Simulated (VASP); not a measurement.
# CoO (P-6m2) in VASP: a series of runs

CoO is run at these levels: PBE; tasks: single point.

Program: VASP 6.6.1. These are calculated values, not measurements. Logs are shortened: lines on timing, memory, paths and dates and some standing lists are left out, and cuts for length are marked.

## Step 1: The cell of the first run

Symmetry: P-6m2, No. 187, hexagonal system. Conventional cell: a = 2.856 Å, b = 2.856 Å, c = 2.788 Å, α = 90.00°, β = 90.00°, γ = 120.00°. Co (site symmetry -6m2) has 6 O at 2.16 Å and 8 Co at 2.79 to 2.86 Å within 2.9 Å. O (site symmetry -6m2) has 6 Co at 2.16 Å and 8 O at 2.79 to 2.86 Å within 2.9 Å.

## Step 2: Single point, PBE, collinear spin, ferromagnetic start

INCAR

```
PREC = Accurate
ENCUT = 520
EDIFF = 1E-7
ISMEAR = -1
SIGMA = 0.05
LREAL = F
LASPH = T
NELM = 150
ALGO = Normal
ISIF = 2
LWAVE = F
LCHARG = T
ISPIN = 2
MAGMOM = 1.71 0
LORBIT = 11
LMAXMIX = 4
GGA = PE
LELF = T
LVHAR = T
NBANDS = 18
```

KPOINTS

```
Automatic mesh
0
Gamma
  11 11 10
```

POSCAR

```
CoO
1.0
    2.8562992300      0.0000000000      0.0000000000
   -1.4281496100      2.4736276900      0.0000000000
    0.0000000000      0.0000000000      2.7876065300
Co O
1 1
Direct
    0.0000000000      0.0000000000      0.0000000000
    0.6666666667      0.3333333333      0.5000000000
```

Potentials or basis: VASP PAW PBE potentials, release 64 (Co, O).

The run is started by

```console
$ cat potpaw_PBE.64/Co/POTCAR potpaw_PBE.64/O/POTCAR > POTCAR
$ mpirun -np 1 vasp_std > vasp.out
```

OUTCAR:

```text
PREC = Accurate
   ENCUT = 520
   EDIFF = 1E-7
   ISMEAR = -1
   LREAL = F
   LASPH = T
   NELM = 150
   ISIF = 2
   ISPIN = 2
   LORBIT = 11
   GGA = PE

 ion  position               nearest neighbor table
   1  0.000  0.000  0.000-   2 2.16   2 2.16   2 2.16   2 2.16   2 2.16   2 2.16
   2  0.667  0.333  0.500-   1 2.16   1 2.16   1 2.16   1 2.16   1 2.16   1 2.16

  LATTYP: Found a hexagonal cell.
 ALAT       =     2.8562992300
 C/A-ratio  =     0.9759504539

  Lattice vectors:

 A1 = (   2.8562992300,   0.0000000000,   0.0000000000)
 A2 = (  -1.4281496100,   2.4736276900,   0.0000000000)
 A3 = (   0.0000000000,   0.0000000000,   2.7876065300)

Analysis of symmetry for initial positions (statically):
=====================================================================
 Subroutine PRICEL returns:
 Original cell was already a primitive cell.

 Routine SETGRP: Setting up the symmetry group for a
 hexagonal supercell.

 Subroutine GETGRP returns: Found 12 space group operations
 (whereof 12 operations were pure point group operations)
 out of a pool of 24 trial point group operations.

The static configuration has the point symmetry D_3h.

Analysis of symmetry for dynamics (positions and initial velocities):
=====================================================================
 Subroutine PRICEL returns:
 Original cell was already a primitive cell.

 Routine SETGRP: Setting up the symmetry group for a
 hexagonal supercell.

 Subroutine GETGRP returns: Found 12 space group operations
 (whereof 12 operations were pure point group operations)
 out of a pool of 24 trial point group operations.

The dynamic configuration has the point symmetry D_3h.

Analysis of structural, dynamic, and magnetic symmetry:
=====================================================================
 Subroutine PRICEL returns:
 Original cell was already a primitive cell.

 Routine SETGRP: Setting up the symmetry group for a
 hexagonal supercell.

 Subroutine GETGRP returns: Found 12 space group operations
 (whereof 12 operations were pure point group operations)
 out of a pool of 24 trial point group operations.

The overall configuration has the point symmetry D_3h.

 Subroutine INISYM returns: Found 12 space group operations
 (whereof 12 operations are pure point group operations),
 and found     1 'primitive' translations

----------------------------------------------------------------------------------------

                                     Primitive cell

  volume of cell :      19.6956

  direct lattice vectors                    reciprocal lattice vectors
     2.856299230  0.000000000  0.000000000     0.350103375  0.202132277  0.000000000
    -1.428149610  2.473627690  0.000000000     0.000000000  0.404264556  0.000000000
     0.000000000  0.000000000  2.787606530     0.000000000  0.000000000  0.358730685

  length of vectors
     2.856299230  2.856299224  2.787606530     0.404264555  0.404264556  0.358730685

  position of ions in fractional coordinates (direct lattice)
     0.000000000  0.000000000  0.000000000
     0.666666667  0.333333333  0.500000000

  ion indices of the primitive-cell ions
   primitive index   ion index
                 1           1
                 2           2

----------------------------------------------------------------------------------------

 KPOINTS: Automatic mesh

Automatic generation of k-mesh.
 Grid dimensions read from file:
 generate k-points for:   11   11   10

 Generating k-lattice:

  Cartesian coordinates                     Fractional coordinates (reciprocal lattice)
     0.031827580  0.018375662  0.000000000     0.090909091  0.000000000  0.000000000
     0.000000000  0.036751323  0.000000000     0.000000000  0.090909091  0.000000000
     0.000000000  0.000000000  0.035873068     0.000000000  0.000000000  0.100000000

  Length of vectors
     0.036751323  0.036751323  0.035873068

  Shift w.r.t. Gamma in fractional coordinates (k-lattice)
     0.000000000  0.000000000  0.000000000

 Subroutine IBZKPT returns following result:
 ===========================================

 Found     96 irreducible k-points:

 Following reciprocal coordinates:
            Coordinates               Weight
  0.000000  0.000000  0.000000      1.000000
  0.090909  0.000000  0.000000      6.000000
  0.181818  0.000000  0.000000      6.000000
  0.272727  0.000000  0.000000      6.000000
  0.363636 -0.000000  0.000000      6.000000
  0.454545  0.000000  0.000000      6.000000
[... 16 lines left out ...]
  0.090909  0.090909  0.100000     12.000000
  0.181818  0.090909  0.100000     24.000000
 [... further k-points ...]
   k-points           NKPTS =     96   k-points in BZ     NKDIM =     96   number of bands    NBANDS=     18
   number of dos      NEDOS =    301   number of ions     NIONS =      2
   total plane-waves  NPLWV =  13824
   dimension x,y,z NGX =    24 NGY =   24 NGZ =   24
   dimension x,y,z NGXF=    48 NGYF=   48 NGZF=   48
   ions per type =               1   1
   NGX,Y,Z   is equivalent  to a cutoff of  13.97, 13.97, 14.31 a.u.
   NGXF,Y,Z  is equivalent  to a cutoff of  27.94, 27.94, 28.63 a.u.
 SYSTEM =  unknown system
   PREC   = accura    normal or accurate (medium, high low for compatibility)
   ISTART =      0    job   : 0-new  1-cont  2-samecut
   ICHARG =      2    charge: 1-file 2-atom 10-const
   ISPIN  =      2    spin polarized calculation?
   LNONCOLLINEAR =      F non collinear calculations
   LSORBIT =      F    spin-orbit coupling
   LASPH  =      T    aspherical Exc in radial PAW
   ENCUT  =  520.0 eV  38.22 Ry    6.18 a.u.   5.31  5.31  5.18*2*pi/ulx,y,z
   NELM   =    150;   NELMIN=  2; NELMDL= -5     # of ELM steps
   EDIFF  = 0.1E-06   stopping-criterion for ELM
   LREAL  =      F    real-space projection
   EDIFFG = 0.1E-05   stopping-criterion for IOM
   NSW    =      0    number of steps for IOM
   IBRION =     -1    ionic relax: 0-MD 1-quasi-New 2-CG
   NFREE  =      0    steps in history (QN), initial steepest desc. (CG)
   ISIF   =      2    stress and relaxation
   ISYM   =      2    0-nonsym 1-usesym 2-fastsym
   POTIM  = 0.5000    time-step for ionic-motion
   TEBEG  =    0.0;   TEEND  =   0.0 temperature during run
   PSTRESS=    0.0 pullay stress
   NELECT =      15.0000    total number of electrons
   NUPDOWN=      -1.0000    fix difference up-down
   EMIN   =  10.00;   EMAX   =-10.00  energy-range for DOS
   EFERMI =   0.00;   METHOD = LEGACY
   ISMEAR =    -1;   SIGMA  =   0.05  broadening in eV -4-tet -1-fermi 0-gaus
   EFERMI_NEDOS =   21; number of points for ismear=-14 and -15
   IALGO  =     38    algorithm
   IMIX   =      4    mixing-type and parameters
     AMIX     =   0.40;   BMIX     =  1.00
     AMIX_MAG =   1.60;   BMIX_MAG =  1.00
  volume/ion in A,a.u.               =       9.85        66.46
  Fermi-wavevector in a.u.,A,eV,Ry     =   1.495026  2.825189 30.410419  2.235103
  Thomas-Fermi vector in A             =   2.607224
   LORBIT       =     11    0 simple, 1 ext, 2 COOP (PROOUT), +10 PAW based schemes
   GGA     = PE    functional components
   LHFCALC =     F    Hartree Fock is set to
   AEXX    =    0.0000 exact exchange contribution
   IVDW    =     0    specifies the selected vdW correction
   LEPSILON=     F    determine dielectric tensor
   LRPA    =     F    only Hartree local field effects (RPA)
 spin polarized calculation
  energy-cutoff  :      520.00
  volume of cell :       19.70
 maximum number of plane-waves:       547
 NGX is ok and might be reduce to    24
   NGX = 11   NGY = 11   NGZ = 11

 number of electron      15.0000005 magnetization       3.0002070

 Free energy of the ion-electron system (eV)
  ---------------------------------------------------
  ext. energy  EPLUGINS =         0.00000000
  ---------------------------------------------------
  free energy    TOTEN  =       -12.91368288 eV

  energy without entropy =      -12.88471080  energy(sigma->0) =      -12.89919684

 E-fermi :   7.5771     XC(G=0): -12.3274

 val. band max:        7.5764058291   @ k =   0.3636  -0.0000   0.1000
 cond. band min:       7.5774063829   @ k =   0.2727   0.0909   0.3000
 fundamental gap:      0.0010005538
 Fermi energy:         7.5771087227

 spin component 1

 k-point     1 :       0.0000    0.0000    0.0000
  band No.  band energies     occupation
      1     -12.5095      1.00000
      2       2.8910      1.00000
      3       2.8910      1.00000
      4       3.4191      1.00000
      5       4.0414      1.00000
      6       4.6453      1.00000
[... 10 lines left out ...]
     17      33.3012      0.00000
     18      37.6766      0.00000

 k-point     2 :       0.0909    0.0000    0.0000
  band No.  band energies     occupation
      1     -12.4299      1.00000
      2       2.6067      1.00000
      3       2.9469      1.00000
      4       3.4881      1.00000
      5       3.6690      1.00000
      6       4.6349      1.00000
[... 10 lines left out ...]
     17      33.2153      0.00000
     18      37.5189      0.00000

 k-point     3 :       0.1818    0.0000    0.0000
  band No.  band energies     occupation
      1     -12.2090      1.00000
      2       1.9053      1.00000
      3       3.1034      1.00000
      4       3.1845      1.00000
      5       3.6341      1.00000
      6       4.6069      1.00000
[... 412 lines left out ...]
 k-point    23 :       0.0909    0.0909    0.1000
  band No.  band energies     occupation
      1     -12.2083      1.00000
      2       2.1871      1.00000
      3       2.7073      1.00000
      4       3.0506      1.00000
      5       3.8667      1.00000
      6       4.5521      1.00000
[... 10 lines left out ...]
     17      33.6281      0.00000
     18      36.8853      0.00000

 k-point    24 :       0.1818    0.0909    0.1000
  band No.  band energies     occupation
      1     -11.9515      1.00000
      2       1.4878      1.00000
      3       2.5650      1.00000
      4       3.1262      1.00000
      5       3.8653      1.00000
      6       4.5452      1.00000
[... 10 lines left out ...]
     17      34.9281      0.00000
     18      36.5490      0.00000

 [... further k-points ...]

 spin component 2

 k-point     1 :       0.0000    0.0000    0.0000
  band No.  band energies     occupation
      1     -11.8662      1.00000
      2       4.2254      1.00000
      3       4.2254      1.00000
      4       4.7022      1.00000
      5       5.0478      1.00000
      6       7.9015      0.00152
[... 10 lines left out ...]
     17      33.9133      0.00000
     18      37.9713      0.00000

 k-point     2 :       0.0909    0.0000    0.0000
  band No.  band energies     occupation
      1     -11.7827      1.00000
      2       3.8025      1.00000
      3       4.2560      1.00000
      4       4.6148      1.00000
      5       5.1268      1.00000
      6       7.8875      0.00201
[... 10 lines left out ...]
     17      33.7815      0.00000
     18      37.8607      0.00000

 k-point     3 :       0.1818    0.0000    0.0000
  band No.  band energies     occupation
      1     -11.5508      1.00000
      2       2.8632      1.00000
      3       4.3354      1.00000
      4       4.4113      1.00000
      5       5.3176      1.00000
      6       7.7030      0.07459
[... 412 lines left out ...]
 k-point    23 :       0.0909    0.0909    0.1000
  band No.  band energies     occupation
      1     -11.5498      1.00000
      2       3.1896      1.00000
      3       3.7375      1.00000
      4       4.3081      1.00000
      5       5.6789      1.00000
      6       7.5636      0.56689
[... 10 lines left out ...]
     17      33.9639      0.00000
     18      37.4638      0.00000

 k-point    24 :       0.1818    0.0909    0.1000
  band No.  band energies     occupation
      1     -11.2791      1.00000
      2       2.3403      1.00000
      3       3.7270      1.00000
      4       4.2712      1.00000
      5       5.7198      1.00000
      6       7.4521      0.92418
[... 10 lines left out ...]
     17      35.3278      0.00000
     18      36.9758      0.00000

 [... further k-points ...]

------------------------ aborting loop because EDIFF is reached ----------------------------------------

  FORCE on cell =-STRESS in cart. coord.  units (eV):
  Direction    XX          YY          ZZ          XY          YZ          ZX
  --------------------------------------------------------------------------------------
  -------------------------------------------------------------------------------------
  Total       -0.7869889     -0.7869889     -1.3875131     -0.0000000      0.0000000      0.0000000
  in kB      -64.0191186    -64.0191184   -112.8699028     -0.0000001      0.0000000      0.0000000
  external PRESSURE =     -80.3027133 kB  Pullay stress =       0.0000000 kB

 VOLUME and BASIS-vectors are now :
 -----------------------------------------------------------------------------
  energy-cutoff  :      520.00
  volume of cell :       19.70
      direct lattice vectors                 reciprocal lattice vectors
     2.856299230  0.000000000  0.000000000     0.350103375  0.202132277  0.000000000
    -1.428149610  2.473627690  0.000000000     0.000000000  0.404264556  0.000000000
     0.000000000  0.000000000  2.787606530     0.000000000  0.000000000  0.358730685

 POSITION                                       TOTAL-FORCE (eV/Angst)
 -----------------------------------------------------------------------------------
      0.00000      0.00000      0.00000         0.000000     -0.000000      0.000000
      1.42815      0.82454      1.39380        -0.000000      0.000000      0.000000
 -----------------------------------------------------------------------------------
    total drift:                               -0.000000      0.000000      0.000000

  FREE ENERGIE OF THE ION-ELECTRON SYSTEM (eV)
  ---------------------------------------------------
  free  energy   TOTEN  =       -12.9136828771 eV

  energy  without entropy=      -12.8847108033  energy(sigma->0) =      -12.89919684

 total charge

# of ion       s       p       d       tot
------------------------------------------
    1        0.297   0.360   7.115   7.772
    2        1.564   3.379   0.000   4.944
--------------------------------------------------
tot          1.861   3.740   7.115  12.716

 magnetization (x)

# of ion       s       p       d       tot
------------------------------------------
    1        0.006   0.007   2.542   2.555
    2        0.024   0.374   0.000   0.398
--------------------------------------------------
tot          0.031   0.381   2.542   2.953
```

It took 2.4 min on 1 thread of Intel Xeon 8259CL, shared host; peak memory 0.19 GiB.

What came out:

| Property | Result |
| --- | --- |
| Free energy | -12.9137 eV |
| Pressure | -8.0 GPa |
| Band gap on the k mesh | zero (filled and empty bands overlap) |
| Net moment | 3.00 μB per cell |
| Site moments | Co +2.56; O +0.40 μB |
| Valence electrons inside the program's atomic spheres | Co 7.77; O 4.94 |

Caveat: the cell stands under tension; a cell with one magnetic atom can't hold antiferromagnetic order, which such compounds often take; semilocal functionals often make such compounds metallic where correlation or magnetic order opens a gap, which also shifts bond lengths.

## Step 3: Single point, PBE, collinear spin, ferromagnetic start

INCAR

```
SYSTEM = CoO
ALGO = Normal
EDIFF = 1E-7
ENCUT = 520
GGA = PE
ISIF = 2
ISMEAR = -1
ISPIN = 2
LASPH = .True.
LCHARG = .True.
LELF = .True.
LMAXMIX = 4
LORBIT = 11
LREAL = .False.
LVHAR = .True.
LWAVE = .False.
MAGMOM = 3.5 0
NBANDS = 18
NELM = 150
PREC = Accurate
SIGMA = 0.05
```

KPOINTS

```
k-points
0
Gamma
  11 11 10
  0 0 0
```

POSCAR is that of step 2.

Potentials or basis: VASP PAW PBE potentials, release 64 (Co, O).

The run is started by

```console
$ cat potpaw_PBE.64/Co/POTCAR potpaw_PBE.64/O/POTCAR > POTCAR
$ mpirun -np 1 vasp_std > vasp.out
```

It took 2.2 min on 1 thread of Intel Xeon 8259CL, shared host; peak memory 0.19 GiB.

The run converged. Its results:

- Free energy: -12.9137 eV
- Pressure: -8.0 GPa
- Band gap on the k mesh: zero (filled and empty bands overlap)
- Net moment: 3.00 μB per cell
- Site moments: Co +2.56; O +0.40 μB
- Valence electrons inside the program's atomic spheres: Co 7.77; O 4.94

Stress tensor (GPa, compression positive):
```
 -6.40   0.00   0.00
  0.00  -6.40   0.00
  0.00   0.00 -11.28
```

Levels at points of the mesh, in eV from the Fermi level:
Spin up:
```
           k point  band 6  band 7  band 8  band 9  band 10  band 11  band 12  band 13
(0.00, 0.00, 0.00)   -2.93   -2.93   -1.01   -1.01     0.53    14.40    16.05    16.05
(0.00, 0.00, 0.50)   -3.22   -2.19   -1.22   -1.22     6.52     6.77    20.97    20.97
```
Spin down:
```csv
k point,band 2,band 3,band 4,band 5,band 6,band 7,band 8,band 9,band 10,band 11
"(0.00, 0.00, 0.00)",-3.35,-3.35,-2.88,-2.53,0.32,0.32,0.77,0.77,1.14,14.78
"(0.00, 0.00, 0.50)",-7.89,-2.72,-2.72,-0.92,-0.92,-0.21,0.99,0.99,7.20,7.21
```

Caveat: the cell stands under tension; a cell with one magnetic atom can't hold antiferromagnetic order, which such compounds often take; semilocal functionals often make such compounds metallic where correlation or magnetic order opens a gap, which also shifts bond lengths. With open d or f shells a metallic result of PBE can be an artefact of self-interaction; +U or a hybrid may open a gap.

(Continued in part 2 of 3.)
